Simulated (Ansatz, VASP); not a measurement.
**Two plane-wave programs on Ni**

```
Ni
1.0
     0.00000    1.78658    1.78658
     1.78658    0.00000    1.78658
     1.78658    1.78658    0.00000
Ni
1
Direct
  0.00000 0.00000 0.00000
```

Alike in both runs: functional BLYP; k mesh 15 × 15 × 15; occupations fermi-dirac, width 0.1 eV; no spin polarisation.

Ansatz relaxed the structure, and its values are those at the end. VASP's run is a single point on that final structure, the one shown.

```csv
,VASP,Ansatz
version,VASP 6.6.1,Ansatz 0.2.0
potentials or method,"VASP PAW PBE potentials, release 64 (Ni), cutoff 520 eV","plane waves (420 eV) with PAW, scalar-relativistic"
valence electrons in the cell,10,18
```

VASP gave:

| Quantity | Value |
| --- | --- |
| pressure (GPa) | 0.3 |

Question: Which values does Ansatz return?

Answer: Pressure (GPa): 0.0.

VASP's potentials were made for PBE, not for BLYP. VASP's potentials hold 10 valence electrons a cell and Ansatz's 18, so a difference there can come from the potentials and not from the codes.
